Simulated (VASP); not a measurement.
# Pd (Fm-3m) in VASP: a series of runs

Runs on Pd. Level: r2SCAN+D4. Tasks: single point.

Program: VASP 6.6.1. These are calculated values, not measurements. Logs are shortened: lines on timing, memory, paths and dates and some standing lists are left out, and cuts for length are marked.

## 1. The cell of the first run

Symmetry: Fm-3m, No. 225, cubic system. The conventional cell has a = 3.840 Å, b = 3.840 Å, c = 3.840 Å, α = 90.00°, β = 90.00°, γ = 90.00°. Pd (site symmetry m-3m) has 12 Pd at 2.72 Å within 3.6 Å.

## 2. Single point, r2SCAN+D4

Input file POSCAR:

```
Pd
1.0
    0.0000000000      1.9201927211      1.9201927211
    1.9201927211      0.0000000000      1.9201927211
    1.9201927211      1.9201927211      0.0000000000
Pd
1
Direct
    0.0000000000      0.0000000000      0.0000000000
```

Input file INCAR.step1:

```
SYSTEM = Pd
ALGO = Normal ; EDIFF = 1E-5
ENCUT = 690 ; GGA = PE
GGA_COMPAT = .False. ; ISMEAR = -1
LASPH = .True. ; LCHARG = .False.
LREAL = .False. ; LWAVE = .True.
NBANDS = 15 ; NELM = 120
PREC = Accurate ; SIGMA = 0.05
```

Input file INCAR.step2:

```
SYSTEM = Pd
ALGO = Normal ; EDIFF = 1E-6
ENCUT = 690 ; GGA_COMPAT = .False.
ISIF = 2 ; ISMEAR = -1
ISTART = 1 ; IVDW = 13
LASPH = .True. ; LCHARG = .False.
LMIXTAU = .True. ; LREAL = .False.
LWAVE = .False. ; METAGGA = R2SCAN
NBANDS = 15 ; NELM = 120
PREC = Accurate ; SIGMA = 0.05
VDW_A1 = 0.51559235 ; VDW_A2 = 5.77342911
VDW_S6 = 1.0 ; VDW_S8 = 0.6018749
```

Input file KPOINTS:

```
k-points
0
Gamma
  12 12 12
  0 0 0
```

Potentials or basis: VASP PAW PBE potentials, release 64 (Pd_sv_GW).

On the command line:

```console
> cat potpaw_PBE.64/Pd_sv_GW/POTCAR > POTCAR
> cp INCAR.step1 INCAR
> mpirun -np 1 vasp_std > vasp.out
> cp INCAR.step2 INCAR
> mpirun -np 1 vasp_std > vasp.out
```

OUTCAR:

```text
SYSTEM = Pd
   EDIFF = 1E-6
   ENCUT = 690
   ISIF = 2
   ISMEAR = -1
   ISTART = 1
   IVDW = 13
   LASPH = .True.
   LREAL = .False.
   METAGGA = R2SCAN
   NELM = 120
   PREC = Accurate

 ion  position               nearest neighbor table
   1  0.000  0.000  0.000-

  LATTYP: Found a face centered cubic cell.
 ALAT       =     3.8403854422

  Lattice vectors:

 A1 = (   0.0000000000,   1.9201927211,   1.9201927211)
 A2 = (   1.9201927211,   0.0000000000,   1.9201927211)
 A3 = (   1.9201927211,   1.9201927211,   0.0000000000)

Analysis of symmetry for initial positions (statically):
=====================================================================
 Subroutine PRICEL returns:
 Original cell was already a primitive cell.

 Routine SETGRP: Setting up the symmetry group for a
 face centered cubic supercell.

 Subroutine GETGRP returns: Found 48 space group operations
 (whereof 48 operations were pure point group operations)
 out of a pool of 48 trial point group operations.

The static configuration has the point symmetry O_h .

Analysis of symmetry for dynamics (positions and initial velocities):
=====================================================================
 Subroutine PRICEL returns:
 Original cell was already a primitive cell.

 Routine SETGRP: Setting up the symmetry group for a
 face centered cubic supercell.

 Subroutine GETGRP returns: Found 48 space group operations
 (whereof 48 operations were pure point group operations)
 out of a pool of 48 trial point group operations.

The dynamic configuration has the point symmetry O_h .

 Subroutine INISYM returns: Found 48 space group operations
 (whereof 48 operations are pure point group operations),
 and found     1 'primitive' translations

----------------------------------------------------------------------------------------

                                     Primitive cell

  volume of cell :      14.1600

  direct lattice vectors                    reciprocal lattice vectors
     0.000000000  1.920192721  1.920192721    -0.260390530  0.260390530  0.260390530
     1.920192721  0.000000000  1.920192721     0.260390530 -0.260390530  0.260390530
     1.920192721  1.920192721  0.000000000     0.260390530  0.260390530 -0.260390530

  length of vectors
     2.715562589  2.715562589  2.715562589     0.451009627  0.451009627  0.451009627

  position of ions in fractional coordinates (direct lattice)
     0.000000000  0.000000000  0.000000000

  ion indices of the primitive-cell ions
   primitive index   ion index
                 1           1

----------------------------------------------------------------------------------------

 KPOINTS: k-points

Automatic generation of k-mesh.
 Grid dimensions read from file:
 generate k-points for:   12   12   12

 Generating k-lattice:

  Cartesian coordinates                     Fractional coordinates (reciprocal lattice)
    -0.021699211  0.021699211  0.021699211     0.083333333  0.000000000  0.000000000
     0.021699211 -0.021699211  0.021699211     0.000000000  0.083333333  0.000000000
     0.021699211  0.021699211 -0.021699211     0.000000000  0.000000000  0.083333333

  Length of vectors
     0.037584136  0.037584136  0.037584136

  Shift w.r.t. Gamma in fractional coordinates (k-lattice)
     0.000000000  0.000000000  0.000000000

 Subroutine IBZKPT returns following result:
 ===========================================

 Found     72 irreducible k-points:

 Following reciprocal coordinates:
            Coordinates               Weight
  0.000000  0.000000  0.000000      1.000000
  0.083333  0.000000  0.000000      8.000000
  0.166667  0.000000  0.000000      8.000000
  0.250000  0.000000  0.000000      8.000000
  0.333333  0.000000  0.000000      8.000000
  0.416667  0.000000  0.000000      8.000000
[... 16 lines left out ...]
  0.500000  0.166667  0.000000     24.000000
 -0.416667  0.166667  0.000000     24.000000
 [... further k-points ...]
   k-points           NKPTS =     72   k-points in BZ     NKDIM =     72   number of bands    NBANDS=     15
   number of dos      NEDOS =    301   number of ions     NIONS =      1
   total plane-waves  NPLWV =  13824
   dimension x,y,z NGX =    24 NGY =   24 NGZ =   24
   dimension x,y,z NGXF=    48 NGYF=   48 NGZF=   48
   ions per type =               1
   NGX,Y,Z   is equivalent  to a cutoff of  14.69, 14.69, 14.69 a.u.
   NGXF,Y,Z  is equivalent  to a cutoff of  29.39, 29.39, 29.39 a.u.
 SYSTEM =  Pd
   PREC   = accura    normal or accurate (medium, high low for compatibility)
   ISTART =      1    job   : 0-new  1-cont  2-samecut
   ICHARG =      0    charge: 1-file 2-atom 10-const
   ISPIN  =      1    spin polarized calculation?
   LNONCOLLINEAR =      F non collinear calculations
   LSORBIT =      F    spin-orbit coupling
   LASPH  =      T    aspherical Exc in radial PAW
   ENCUT  =  690.0 eV  50.71 Ry    7.12 a.u.   5.82  5.82  5.82*2*pi/ulx,y,z
   NELM   =    120;   NELMIN=  2; NELMDL=  0     # of ELM steps
   EDIFF  = 0.1E-05   stopping-criterion for ELM
   LREAL  =      F    real-space projection
   EDIFFG = 0.1E-04   stopping-criterion for IOM
   NSW    =      0    number of steps for IOM
   IBRION =     -1    ionic relax: 0-MD 1-quasi-New 2-CG
   NFREE  =      0    steps in history (QN), initial steepest desc. (CG)
   ISIF   =      2    stress and relaxation
   ISYM   =      2    0-nonsym 1-usesym 2-fastsym
   POTIM  = 0.5000    time-step for ionic-motion
   TEBEG  =    0.0;   TEEND  =   0.0 temperature during run
   PSTRESS=    0.0 pullay stress
   NELECT =      18.0000    total number of electrons
   NUPDOWN=      -1.0000    fix difference up-down
   EMIN   =  10.00;   EMAX   =-10.00  energy-range for DOS
   EFERMI =   0.00;   METHOD = LEGACY
   ISMEAR =    -1;   SIGMA  =   0.05  broadening in eV -4-tet -1-fermi 0-gaus
   EFERMI_NEDOS =   21; number of points for ismear=-14 and -15
   IALGO  =     38    algorithm
   IMIX   =      4    mixing-type and parameters
     AMIX     =   0.40;   BMIX     =  1.00
     AMIX_MAG =   1.60;   BMIX_MAG =  1.00
  volume/ion in A,a.u.               =      14.16        95.56
  Fermi-wavevector in a.u.,A,eV,Ry     =   1.773417  3.351272 42.790426  3.145008
  Thomas-Fermi vector in A             =   2.839614
   LORBIT       =      0    0 simple, 1 ext, 2 COOP (PROOUT), +10 PAW based schemes
   METAGGA = R2SCAN    functional components
   LHFCALC =     F    Hartree Fock is set to
   AEXX    =    0.0000 exact exchange contribution
   IVDW    =    13    specifies the selected vdW correction
   LEPSILON=     F    determine dielectric tensor
   LRPA    =     F    only Hartree local field effects (RPA)
 non-spin polarized calculation
  energy-cutoff  :      690.00
  volume of cell :       14.16
 maximum number of plane-waves:       604
   NGX = 11   NGY = 11   NGZ = 11

 number of electron      18.0000002 magnetization

 Free energy of the ion-electron system (eV)
  ---------------------------------------------------
  ext. energy  EPLUGINS =         0.00000000
  ---------------------------------------------------
  free energy    TOTEN  =       -21.46306054 eV

  energy without entropy =      -21.44550830  energy(sigma->0) =      -21.45428442

 E-fermi :   8.8687     XC(G=0): -14.7477

 val. band max:        8.8660392739   @ k =   0.5000   0.0833   0.0000
 cond. band min:       8.8710452906   @ k =  -0.2500   0.4167   0.1667
 fundamental gap:      0.0050060167
 Fermi energy:         8.8686601719

 k-point     1 :       0.0000    0.0000    0.0000
  band No.  band energies     occupation
      1     -77.7076      2.00000
      2     -42.3334      2.00000
      3     -42.3334      2.00000
      4     -42.3334      2.00000
      5       1.4371      2.00000
      6       5.7825      2.00000
      7       5.7825      2.00000
      8       5.7825      2.00000
      9       7.4989      2.00000
     10       7.4989      2.00000
     11      26.6697      0.00000
     12      31.8339      0.00000
     13      31.8339      0.00000
     14      31.8339      0.00000
     15      37.9393      0.00000

 k-point     2 :       0.0833    0.0000    0.0000
  band No.  band energies     occupation
      1     -77.7029      2.00000
      2     -42.3677      2.00000
      3     -42.3382      2.00000
      4     -42.3382      2.00000
      5       1.7060      2.00000
      6       5.6885      2.00000
      7       5.8753      2.00000
      8       5.8753      2.00000
      9       7.4560      2.00000
     10       7.4560      2.00000
     11      26.9643      0.00000
     12      30.3935      0.00000
     13      32.1655      0.00000
     14      32.1655      0.00000
     15      38.7423      0.00000

 k-point     3 :       0.1667    0.0000    0.0000
  band No.  band energies     occupation
      1     -77.6900      2.00000
      2     -42.4609      2.00000
      3     -42.3513      2.00000
      4     -42.3513      2.00000
      5       2.4224      2.00000
      6       5.5370      2.00000
      7       6.0600      2.00000
      8       6.0600      2.00000
      9       7.4308      2.00000
     10       7.4308      2.00000
     11      27.1131      0.00000
     12      28.2005      0.00000
     13      33.0584      0.00000
     14      33.0584      0.00000
     15      36.8925      0.00000

 k-point     4 :       0.2500    0.0000    0.0000
  band No.  band energies     occupation
      1     -77.6724      2.00000
      2     -42.5870      2.00000
      3     -42.3692      2.00000
      4     -42.3692      2.00000
      5       3.1575      2.00000
      6       5.8315      2.00000
      7       6.0878      2.00000
      8       6.0878      2.00000
      9       7.6786      2.00000
     10       7.6786      2.00000
     11      24.4829      0.00000
     12      27.9012      0.00000
     13      33.9987      0.00000
     14      33.9987      0.00000
     15      36.2319      0.00000
[... 307 lines left out ...]
 k-point    22 :       0.4167    0.1667    0.0000
  band No.  band energies     occupation
      1     -77.6402      2.00000
      2     -42.7311      2.00000
      3     -42.4520      2.00000
      4     -42.4332      2.00000
      5       3.8111      2.00000
      6       5.3169      2.00000
      7       6.0327      2.00000
      8       6.5311      2.00000
      9       8.8001      1.59494
     10      10.2859      0.00000
     11      20.6376      0.00000
     12      27.0984      0.00000
     13      28.7419      0.00000
     14      30.5061      0.00000
     15      38.3923      0.00000

 k-point    23 :       0.5000    0.1667    0.0000
  band No.  band energies     occupation
      1     -77.6311      2.00000
      2     -42.7849      2.00000
      3     -42.4790      2.00000
      4     -42.4339      2.00000
      5       3.7539      2.00000
      6       5.2358      2.00000
      7       6.3660      2.00000
      8       6.6069      2.00000
      9       8.9016      0.68171
     10      12.3254      0.00000
     11      17.7839      0.00000
     12      26.2661      0.00000
     13      28.9957      0.00000
     14      29.4323      0.00000
     15      38.4824      0.00000

 k-point    24 :      -0.4167    0.1667    0.0000
  band No.  band energies     occupation
      1     -77.6299      2.00000
      2     -42.7894      2.00000
      3     -42.4955      2.00000
      4     -42.4236      2.00000
      5       3.8125      2.00000
      6       5.2429      2.00000
      7       6.2869      2.00000
      8       6.8281      2.00000
      9       8.6075      1.98928
     10      12.9181      0.00000
     11      17.2542      0.00000
     12      25.7367      0.00000
     13      28.8260      0.00000
     14      30.0998      0.00000
     15      38.1616      0.00000

 [... further k-points ...]

------------------------ aborting loop because EDIFF is reached ----------------------------------------

  DFT-D4 for vdW energy calculation

  Edisp (eV):   -0.17497

  FORCE on cell =-STRESS in cart. coord.  units (eV):
  Direction    XX          YY          ZZ          XY          YZ          ZX
  --------------------------------------------------------------------------------------
  -------------------------------------------------------------------------------------
  Total       0.83701     0.83701     0.83701     0.00000     0.00000     0.00000
  in kB      94.70615    94.70615    94.70615     0.00000     0.00000     0.00000
  external pressure =       94.71 kB  Pullay stress =        0.00 kB

 VOLUME and BASIS-vectors are now :
 -----------------------------------------------------------------------------
  energy-cutoff  :      690.00
  volume of cell :       14.16
      direct lattice vectors                 reciprocal lattice vectors
     0.000000000  1.920192721  1.920192721    -0.260390530  0.260390530  0.260390530
     1.920192721  0.000000000  1.920192721     0.260390530 -0.260390530  0.260390530
     1.920192721  1.920192721  0.000000000     0.260390530  0.260390530 -0.260390530

 POSITION                                       TOTAL-FORCE (eV/Angst)
 -----------------------------------------------------------------------------------
      0.00000      0.00000      0.00000         0.000000      0.000000      0.000000
 -----------------------------------------------------------------------------------
    total drift:                                0.000000      0.000000     -0.000000

  FREE ENERGIE OF THE ION-ELECTRON SYSTEM (eV)
  ---------------------------------------------------
  free  energy   TOTEN  =       -21.6380331952 eV

  energy  without entropy=      -21.6204809592  energy(sigma->0) =      -21.62925708
```

It took 30 s on 1 thread of Intel Xeon 6975P-C (Granite Rapids), shared host; peak memory 0.17 GiB.

What came out:

```yaml
Free_energy: -21.6380 eV
Pressure: 9.5 GPa
Band_gap_on_the_k_mesh: zero (bands 9 and 10 overlap by 1.79 eV)
Dispersion_energy_per_atom: -0.175 eV
```

Caveat: the cell stands under pressure; the PAW data sets were made with another functional, which shifts forces and pressure a little.

## 3. Single point, r2SCAN+D4

This run uses another cell than the first one, of 15.34 Å³/atom.

Input file POSCAR:

```
Pd
1.0
    0.0000000000      1.9721147795      1.9721147795
    1.9721147795      0.0000000000      1.9721147795
    1.9721147795      1.9721147795      0.0000000000
Pd
1
Direct
    0.0000000000      0.0000000000      0.0000000000
```

Input file INCAR.step1:

```
SYSTEM = Pd
  PREC = Accurate
  ENCUT = 690
  ISMEAR = -1
  SIGMA = 0.05
  LREAL = .False.
  LASPH = .True.
  NELM = 120
  NBANDS = 15
  GGA = PE
  ALGO = Normal
  EDIFF = 1E-5
  LWAVE = .True.
  LCHARG = .False.
  GGA_COMPAT = .False.
```

Input file INCAR.step2:

```
SYSTEM = Pd
  PREC = Accurate
  ENCUT = 690
  EDIFF = 1E-6
  ISMEAR = -1
  SIGMA = 0.05
  LREAL = .False.
  LASPH = .True.
  NELM = 120
  ALGO = Normal
  ISIF = 2
  LWAVE = .False.
  LCHARG = .False.
  METAGGA = R2SCAN
  LMIXTAU = .True.
  IVDW = 13
  VDW_S6 = 1.0
  VDW_S8 = 0.6018749
  VDW_A1 = 0.51559235
  VDW_A2 = 5.77342911
  NBANDS = 15
  ISTART = 1
  GGA_COMPAT = .False.
```

Input file KPOINTS:

```
regular mesh
0
Gamma
  12 12 12
  0 0 0
```

Potentials or basis: VASP PAW PBE potentials, release 64 (Pd_sv_GW).

On the command line:

```console
> cat potpaw_PBE.64/Pd_sv_GW/POTCAR > POTCAR
> cp INCAR.step1 INCAR
> mpirun -np 1 vasp_std > vasp.out
> cp INCAR.step2 INCAR
> mpirun -np 1 vasp_std > vasp.out
```

Wall time 34 s (1 thread of Intel Xeon 6975P-C (Granite Rapids), shared host); peak memory 0.17 GiB.

The run converged. Its results:

* Free energy: -21.6450 eV
* Pressure: -6.3 GPa
* Band gap on the k mesh: zero (bands 9 and 10 overlap by 1.57 eV)
* Dispersion energy per atom: -0.163 eV

Levels at points of the mesh, in eV from the Fermi level:
| k point | band 7 | band 8 | band 9 | band 10 | band 11 | band 12 |
| --- | --- | --- | --- | --- | --- | --- |
| (0.00, 0.00, 0.00) | -2.71 | -2.71 | -1.21 | -1.21 | 17.78 | 22.49 |
| (0.50, 0.00, 0.00) | -2.77 | -0.02 | -0.02 | 1.46 | 7.44 | 17.22 |
| (0.50, 0.50, 0.00) | -0.08 | 0.30 | 0.30 | 3.74 | 10.95 | 13.71 |

Caveat: the cell stands under tension; the PAW data sets were made with another functional, which shifts forces and pressure a little.
